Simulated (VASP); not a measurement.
Wanted: the native input for a VASP 6.6.1 run.

```yaml
Task: single point
Functional: PBE
Potentials_or_basis: VASP PAW PBE potentials, release 64 (Ge_d, Sb, Te)
Cutoff: 520 eV
k_mesh: 3 × 3 × 2
Occupations: gaussian, width 0.1 eV
Spin: no spin polarisation
Dipole_correction: no
Further_INCAR_settings: ALGO = Normal; EDIFF = 1e-07; NBANDS = 33
```

The structure of GeSb2Te4 lies in POSCAR:

```
GeSb2Te4
1.0
    6.1463109200      0.0000000000      0.0000000000
   -3.0731554600      5.3228614000      0.0000000000
    0.0000000000      0.0000000000      7.7720705500
Ge Sb Te
1 2 4
Direct
    0.0000000000      0.0000000000      0.6719475800
    0.3333333300      0.6666666700      0.2381659000
    0.6666666700      0.3333333300      0.2381659000
    0.3333333300      0.6666666700      0.5258992100
    0.6666666700      0.3333333300      0.5258992100
    0.3333333300      0.6666666700      0.9692039600
    0.6666666700      0.3333333300      0.9692039600
```

The cell was built from a structure type or drawn by symmetry, and may not be a known phase.

These files were run (other wordings do the same):

INCAR

```
PREC = Accurate
ENCUT = 520
EDIFF = 1E-7
ISMEAR = 0
SIGMA = 0.1
LREAL = F
LASPH = T
NELM = 60
ALGO = Normal
ISIF = 2
LWAVE = F
LCHARG = T
GGA = PE
LELF = T
LVHAR = T
NBANDS = 33
```

KPOINTS

```
Automatic mesh
0
Gamma
  3 3 2
```

Potentials or basis: VASP PAW PBE potentials, release 64 (Ge_d, Sb, Te).

Command:

```sh
$ cat potpaw_PBE.64/Ge_d/POTCAR potpaw_PBE.64/Sb/POTCAR potpaw_PBE.64/Te/POTCAR > POTCAR
$ mpirun -np 1 vasp_std > vasp.out
```

Results of the run:

```
Pressure               : 25.5 GPa
Largest force          : 17.716 eV/Å
Band gap on the k mesh : zero (bands 24 and 25 overlap by 0.81 eV)
```

Caveat: the k points lie up to 0.40 Å⁻¹ apart, too coarse for converged energies and pressures of a metal; spin-orbit coupling is left out, which moves the levels of the heavy elements; forces of over 1 eV/Å act on the atoms, so gaps and moduli don't describe the material at rest.

Run time: 99 s on 1 thread of Intel(R) Xeon(R) Platinum 8175M CPU @ 2.50GHz (Skylake/Cascade Lake), on a shared host, peak memory 0.39 GiB.
